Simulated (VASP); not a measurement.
# Nb2PdSe5 (Immm) in VASP: notebook

Nb2PdSe5 is run at these levels: PBE; tasks: relaxation of cell and atoms, single point.

All numbers are computed with VASP 6.6.1; they aren't measurements. Logs are shortened: lines on timing, memory, paths and dates and some standing lists are left out, and cuts for length are marked.

## 1. The cell of the first run

It takes space group Immm (No. 71, orthorhombic). The conventional cell has a = 4.996 Å, b = 8.432 Å, c = 8.994 Å, α = 90.00°, β = 90.00°, γ = 90.00°. Nb (site symmetry mmm) has 6 Se at 2.50 to 2.54 Å within 3.3 Å. Nb (site symmetry mmm) has 2 Pd at 2.50 Å within 3.3 Å. Within 3.3 Å of Pd (site symmetry mmm) lie 2 Nb at 2.50 Å and 4 Se at 2.80 Å. Se (site symmetry m) has 4 Nb at 2.54 to 3.75 Å and 1 Pd at 2.80 Å and 6 Se at 2.85 to 3.67 Å within 3.8 Å. Within 3.3 Å of Se (site symmetry mmm) lie 2 Nb at 2.50 Å.

The cell was generated, and may not be a known phase.

## 2. Relaxation of cell and atoms, PBE

INCAR

```
PREC = Accurate
ENCUT = 600
EDIFF = 1E-6
ISMEAR = 0
SIGMA = 0.15
LREAL = F
LASPH = T
NELM = 100
ALGO = Normal
ISIF = 3
LWAVE = F
LCHARG = F
GGA = PE
IBRION = 2
NSW = 36
EDIFFG = -0.08
```

KPOINTS

```
regular mesh
0
Gamma
  3 3 3
```

POSCAR

```
Nb2PdSe5
1.0
   -2.4981477000      4.2162139400      4.4972122700
    2.4981477000     -4.2162139400      4.4972122700
    2.4981477000      4.2162139400     -4.4972122700
Nb Pd Se
2 1 5
Direct
    0.0000000000      0.0000000000      0.0000000000
    0.5000000000      0.0000000000      0.5000000000
    0.5000000000      0.5000000000      0.0000000000
    0.5967029600      0.7670528200      0.8296501400
    0.0625973200      0.2329471800      0.8296501400
    0.4032970400      0.2329471800      0.1703498600
    0.9374026800      0.7670528200      0.1703498600
    0.0000000000      0.5000000000      0.5000000000
```

Potentials or basis: VASP PAW PBE potentials, release 64 (Nb_sv, Pd, Se).

The run is started by

```bash
cat potpaw_PBE.64/Nb_sv/POTCAR potpaw_PBE.64/Pd/POTCAR potpaw_PBE.64/Se/POTCAR > POTCAR
mpirun -np 1 vasp_std > vasp.out
```

OUTCAR:

```text
PREC = Accurate
   ENCUT = 600
   EDIFF = 1E-6
   ISMEAR = 0
   LREAL = F
   LASPH = T
   NELM = 100
   ISIF = 3
   GGA = PE
   IBRION = 2
   NSW = 36
   EDIFFG = -0.08

 ion  position               nearest neighbor table
   1  0.000  0.000  0.000-   8 2.50   8 2.50   4 2.54   6 2.54   5 2.54   7 2.54
   2  0.500  0.000  0.500-   3 2.50   3 2.50
   3  0.500  0.500  0.000-   2 2.50   2 2.50   7 2.80   5 2.80   4 2.80   6 2.80
   4  0.597  0.767  0.830-   1 2.54   3 2.80
   5  0.063  0.233  0.830-   1 2.54   3 2.80
   6  0.403  0.233  0.170-   1 2.54   3 2.80
   7  0.937  0.767  0.170-   1 2.54   3 2.80
   8  0.000  0.500  0.500-   1 2.50   1 2.50

  LATTYP: Found a body centered orthorhombic cell.
 ALAT       =     4.9962954000
 B/A-ratio  =     1.6877360534
 C/A-ratio  =     1.8002187261

  Lattice vectors:

 A1 = (  -2.4981477000,   4.2162139400,   4.4972122700)
 A2 = (   2.4981477000,  -4.2162139400,   4.4972122700)
 A3 = (   2.4981477000,   4.2162139400,  -4.4972122700)

Analysis of symmetry for initial positions (statically):
=====================================================================
 Subroutine PRICEL returns:
 Original cell was already a primitive cell.

 Routine SETGRP: Setting up the symmetry group for a
 body centered orthorhombic supercell.

 Subroutine GETGRP returns: Found  8 space group operations
 (whereof  8 operations were pure point group operations)
 out of a pool of  8 trial point group operations.

The static configuration has the point symmetry D_2h.

Analysis of symmetry for dynamics (positions and initial velocities):
=====================================================================
 Subroutine PRICEL returns:
 Original cell was already a primitive cell.

 Routine SETGRP: Setting up the symmetry group for a
 body centered orthorhombic supercell.

 Subroutine GETGRP returns: Found  8 space group operations
 (whereof  8 operations were pure point group operations)
 out of a pool of  8 trial point group operations.

The dynamic configuration has the point symmetry D_2h.

 Subroutine INISYM returns: Found  8 space group operations
 (whereof  8 operations are pure point group operations),
 and found     1 'primitive' translations

----------------------------------------------------------------------------------------

                                     Primitive cell

  volume of cell :     189.4716

  direct lattice vectors                    reciprocal lattice vectors
    -2.498147700  4.216213940  4.497212270     0.000000000  0.118589808  0.111179987
     2.498147700 -4.216213940  4.497212270     0.200148294  0.000000000  0.111179987
     2.498147700  4.216213940 -4.497212270     0.200148294  0.118589808  0.000000000

  length of vectors
     6.651475033  6.651475033  6.651475033     0.162556242  0.228954862  0.232643251

  position of ions in fractional coordinates (direct lattice)
     0.000000000  0.000000000  0.000000000
     0.500000000  0.000000000  0.500000000
     0.500000000  0.500000000  0.000000000
     0.596702960  0.767052820  0.829650140
     0.062597320  0.232947180  0.829650140
     0.403297040  0.232947180  0.170349860
     0.937402680  0.767052820  0.170349860
     0.000000000  0.500000000  0.500000000

  ion indices of the primitive-cell ions
   primitive index   ion index
                 1           1
                 2           2
                 3           3
                 4           4
                 5           5
                 6           6
                 7           7
                 8           8

----------------------------------------------------------------------------------------

 KPOINTS: regular mesh

Automatic generation of k-mesh.
 Grid dimensions read from file:
 generate k-points for:    3    3    3

 Generating k-lattice:

  Cartesian coordinates                     Fractional coordinates (reciprocal lattice)
     0.000000000  0.039529936  0.037059996     0.333333333  0.000000000  0.000000000
     0.066716098  0.000000000  0.037059996     0.000000000  0.333333333 -0.000000000
     0.066716098  0.039529936  0.000000000     0.000000000 -0.000000000  0.333333333

  Length of vectors
     0.054185414  0.076318287  0.077547750

  Shift w.r.t. Gamma in fractional coordinates (k-lattice)
     0.000000000  0.000000000  0.000000000

 Subroutine IBZKPT returns following result:
 ===========================================

 Found      8 irreducible k-points:

 Following reciprocal coordinates:
            Coordinates               Weight
  0.000000  0.000000  0.000000      1.000000
  0.333333 -0.000000  0.000000      4.000000
 -0.000000  0.333333  0.000000      4.000000
  0.333333  0.333333  0.000000      8.000000
 -0.333333  0.333333  0.000000      4.000000
 -0.333333  0.333333  0.333333      2.000000
  0.333333 -0.333333  0.333333      2.000000
 -0.333333 -0.333333  0.333333      2.000000
   k-points           NKPTS =      8   k-points in BZ     NKDIM =      8   number of bands    NBANDS=     39
   number of dos      NEDOS =    301   number of ions     NIONS =      8
   total plane-waves  NPLWV = 157464
   dimension x,y,z NGX =    54 NGY =   54 NGZ =   54
   dimension x,y,z NGXF=   108 NGYF=  108 NGZF=  108
   ions per type =               2   1   5
   NGX,Y,Z   is equivalent  to a cutoff of  13.50, 13.50, 13.50 a.u.
   NGXF,Y,Z  is equivalent  to a cutoff of  26.99, 26.99, 26.99 a.u.
 SYSTEM =  unknown system
   PREC   = accura    normal or accurate (medium, high low for compatibility)
   ISTART =      0    job   : 0-new  1-cont  2-samecut
   ICHARG =      2    charge: 1-file 2-atom 10-const
   ISPIN  =      1    spin polarized calculation?
   LNONCOLLINEAR =      F non collinear calculations
   LSORBIT =      F    spin-orbit coupling
   LASPH  =      T    aspherical Exc in radial PAW
   ENCUT  =  600.0 eV  44.10 Ry    6.64 a.u.  13.28 13.28 13.28*2*pi/ulx,y,z
   NELM   =    100;   NELMIN=  2; NELMDL= -5     # of ELM steps
   EDIFF  = 0.1E-05   stopping-criterion for ELM
   LREAL  =      F    real-space projection
   EDIFFG = -.8E-01   stopping-criterion for IOM
   NSW    =     36    number of steps for IOM
   IBRION =      2    ionic relax: 0-MD 1-quasi-New 2-CG
   NFREE  =      1    steps in history (QN), initial steepest desc. (CG)
   ISIF   =      3    stress and relaxation
   ISYM   =      2    0-nonsym 1-usesym 2-fastsym
   POTIM  = 0.5000    time-step for ionic-motion
   TEBEG  =    0.0;   TEEND  =   0.0 temperature during run
   PSTRESS=    0.0 pullay stress
   NELECT =      66.0000    total number of electrons
   NUPDOWN=      -1.0000    fix difference up-down
   EMIN   =  10.00;   EMAX   =-10.00  energy-range for DOS
   EFERMI =   0.00;   METHOD = LEGACY
   ISMEAR =     0;   SIGMA  =   0.15  broadening in eV -4-tet -1-fermi 0-gaus
   EFERMI_NEDOS =   21; number of points for ismear=-14 and -15
   IALGO  =     38    algorithm
   IMIX   =      4    mixing-type and parameters
     AMIX     =   0.40;   BMIX     =  1.00
     AMIX_MAG =   1.60;   BMIX_MAG =  1.00
  volume/ion in A,a.u.               =      23.68       159.83
  Fermi-wavevector in a.u.,A,eV,Ry     =   1.151882  2.176742 18.052656  1.326833
  Thomas-Fermi vector in A             =   2.288537
   LORBIT       =      0    0 simple, 1 ext, 2 COOP (PROOUT), +10 PAW based schemes
   GGA     = PE    functional components
   LHFCALC =     F    Hartree Fock is set to
   AEXX    =    0.0000 exact exchange contribution
   IVDW    =     0    specifies the selected vdW correction
   LEPSILON=     F    determine dielectric tensor
   LRPA    =     F    only Hartree local field effects (RPA)
 conjugate gradient relaxation of ions
 non-spin polarized calculation
 Gauss-broadening in eV      SIGMA  =   0.15
  energy-cutoff  :      600.00
  volume of cell :      189.47
 maximum number of plane-waves:      6330
 NGX is ok and might be reduce to    54
   NGX = 27   NGY = 27   NGZ = 27

--------------------------------------- Ionic step        1  -------------------------------------------

 number of electron      65.9999996 magnetization

 Free energy of the ion-electron system (eV)
  ---------------------------------------------------
  ext. energy  EPLUGINS =         0.00000000
  ---------------------------------------------------
  free energy    TOTEN  =       -40.32040389 eV

  energy without entropy =      -40.19693267  energy(sigma->0) =      -40.25866828

------------------------ aborting loop because EDIFF is reached ----------------------------------------

  FORCE on cell =-STRESS in cart. coord.  units (eV):
  Direction    XX          YY          ZZ          XY          YZ          ZX
  --------------------------------------------------------------------------------------
  -------------------------------------------------------------------------------------
  Total        3.8229328     -1.5667323     -3.3649664     -0.0000000      0.0000000      0.0000000
  in kB       32.3268298    -13.2483333    -28.4542531     -0.0000000      0.0000000      0.0000000
  external PRESSURE =      -3.1252522 kB  Pullay stress =       0.0000000 kB
[... 107 lines left out ...]
  FREE ENERGIE OF THE ION-ELECTRON SYSTEM (eV)
  ---------------------------------------------------
  free  energy   TOTEN  =       -41.8061625213 eV

  energy  without entropy=      -41.6876365565  energy(sigma->0) =      -41.74689954

[... ionic steps 4 to 31 ...]

--------------------------------------- Ionic step       32  -------------------------------------------

 number of electron      66.0000004 magnetization

------------------------ aborting loop because EDIFF is reached ----------------------------------------

  FORCE on cell =-STRESS in cart. coord.  units (eV):
  Direction    XX          YY          ZZ          XY          YZ          ZX
  --------------------------------------------------------------------------------------
  -------------------------------------------------------------------------------------
  Total       -0.4958346     -0.0861271      0.4288028      0.0000000      0.0000000      0.0000000
  in kB       -4.3515603     -0.7558716      3.7632736      0.0000000      0.0000000      0.0000000
  external PRESSURE =      -0.4480528 kB  Pullay stress =       0.0000000 kB
[... 69 lines left out ...]
  energy  without entropy=      -44.6675956019  energy(sigma->0) =      -44.69529017

--------------------------------------- Ionic step       34  -------------------------------------------

 number of electron      66.0000003 magnetization

 Free energy of the ion-electron system (eV)
  ---------------------------------------------------
  ext. energy  EPLUGINS =         0.00000000
  ---------------------------------------------------
  free energy    TOTEN  =       -44.72506576 eV

  energy without entropy =      -44.67005432  energy(sigma->0) =      -44.69756004

 E-fermi :   5.2233     XC(G=0): -10.1689

 val. band max:        5.1751831627   @ k =   0.0000   0.0000   0.0000
 cond. band min:       5.2561814065   @ k =  -0.3333   0.3333   0.0000
 fundamental gap:      0.0809982437
 Fermi energy:         5.2232697081

 k-point     1 :       0.0000    0.0000    0.0000
  band No.  band energies     occupation
      1     -50.3343      2.00000
      2     -49.9929      2.00000
      3     -26.5296      2.00000
      4     -26.5034      2.00000
      5     -26.3268      2.00000
      6     -26.0909      2.00000
[... 360 lines left out ...]
  FREE ENERGIE OF THE ION-ELECTRON SYSTEM (eV)
  ---------------------------------------------------
  free  energy   TOTEN  =       -44.7250657573 eV

  energy  without entropy=      -44.6700543208  energy(sigma->0) =      -44.69756004

 reached required accuracy - stopping structural energy minimisation
```

Wall time 40 min (1 thread of Intel Xeon 6975P-C (Granite Rapids), shared host); peak memory 0.46 GiB.

Results:

- Free energy: -44.7251 eV
- Relaxed volume: 22.80 Å³/atom
- Relaxed cell: a = 6.847 Å, b = 6.847 Å, c = 6.847 Å, α = 134.41°, β = 125.43°, γ = 73.77°
- Space group after relaxing (to 0.1 Å): Immm (No. 71)
- Energy gained by relaxing: 550.6 meV/atom
- Ionic steps: 34
- Pressure after relaxing: -0.1 GPa
- Largest force after relaxing: 0.064 eV/Å
- Band gap on the k mesh: zero (bands 33 and 34 overlap by 0.25 eV)

Forces in eV/Å, atoms in the order of the input:
```
Nb   0.000  0.000  0.000
Nb   0.000  0.000  0.000
Pd   0.000  0.000  0.000
Se   0.000 -0.012  0.063
Se   0.000 -0.012 -0.063
Se   0.000  0.012 -0.063
Se   0.000  0.012  0.063
Se   0.000  0.000  0.000
```

Step by step:
| step | energy change (eV) | largest force (eV/Å) | pressure (GPa) | volume (Å³) |
| --- | --- | --- | --- | --- |
| 1 | 0.0000 | 2.0293 | -0.31 | 189.47 |
| 2 | -0.8396 | 1.6036 | -2.94 | 188.11 |
| 3 | -1.4858 | 0.7763 | -5.67 | 185.68 |
| 4 | -1.9535 | 0.7987 | -0.05 | 169.90 |
| 5 | -1.9718 | 0.8115 | 1.70 | 166.33 |
| 6 | -2.1805 | 0.8973 | 2.03 | 164.29 |
| 7 | -2.8234 | 1.0250 | 4.75 | 157.93 |
| 8 | -1.1856 | 3.2279 | 23.74 | 144.04 |
| 9 | -2.9563 | 0.7600 | 6.52 | 155.78 |
| 10 | -2.8826 | 0.6493 | 12.20 | 150.45 |
| 11 | -3.0202 | 0.5036 | 8.42 | 153.69 |
| 12 | -3.1429 | 0.5048 | 7.74 | 154.71 |
| 13 | -3.3747 | 0.7399 | 6.20 | 157.70 |
| 14 | -3.2012 | 1.9116 | 5.36 | 163.33 |
| 15 | -3.4212 | 1.0587 | 5.64 | 159.69 |
| 16 | -3.5692 | 0.9516 | 3.60 | 162.27 |
| 17 | -3.7655 | 0.9686 | -1.29 | 169.76 |
| 18 | -3.7694 | 0.9983 | -1.91 | 170.90 |
| 19 | -3.8506 | 0.8809 | -1.55 | 170.50 |
| 20 | -4.0287 | 0.5360 | -0.25 | 169.24 |
| 21 | -4.0032 | 0.9283 | 3.38 | 166.50 |
| 22 | -4.0893 | 0.4527 | 1.19 | 168.08 |
| 23 | -4.1325 | 0.4621 | 0.44 | 169.99 |
| 24 | -4.1990 | 0.5062 | -1.50 | 175.74 |
| 25 | -4.2379 | 0.3987 | -0.92 | 175.45 |
| 26 | -4.2886 | 0.1474 | 0.61 | 174.72 |
| 27 | -4.2940 | 0.1424 | 1.25 | 174.42 |
| 28 | -4.3245 | 0.0873 | 0.62 | 176.50 |
| 29 | -4.3672 | 0.3221 | -0.64 | 182.64 |
| 30 | -4.3760 | 0.3866 | -0.43 | 183.87 |
| 31 | -4.3766 | 0.3720 | -0.49 | 183.63 |
| 32 | -4.3945 | 0.2404 | -0.04 | 182.56 |
| 33 | -4.4026 | 0.0877 | 0.57 | 181.16 |
| 34 | -4.4047 | 0.0640 | -0.15 | 182.40 |

Final structure:
```cif
data_structure
_symmetry_space_group_name_H-M 'P 1'
_symmetry_Int_Tables_number 1
_cell_length_a 6.8471
_cell_length_b 6.8471
_cell_length_c 6.8471
_cell_angle_alpha 134.414
_cell_angle_beta 125.429
_cell_angle_gamma 73.768
_cell_volume 182.40
loop_
_atom_site_label
_atom_site_type_symbol
_atom_site_fract_x
_atom_site_fract_y
_atom_site_fract_z
_atom_site_occupancy
Nb1 Nb 0.00000 0.00000 0.00000 1
Nb2 Nb 0.50000 0.00000 0.50000 1
Pd1 Pd 0.50000 0.50000 0.00000 1
Se1 Se 0.56205 0.81504 0.74701 1
Se2 Se 0.93197 0.18496 0.74701 1
Se3 Se 0.43795 0.18496 0.25299 1
Se4 Se 0.06803 0.81504 0.25299 1
Se5 Se 0.00000 0.50000 0.50000 1
```

Caveat: the k points lie up to 0.44 Å⁻¹ apart in the final cell; the relaxation stopped at a loose force limit of 0.08 eV/Å, so its end isn't a converged minimum.

(Continued in part 2 of 3.)

The gap in the log of VASP goes by the Fermi energy; the results here count the filled bands.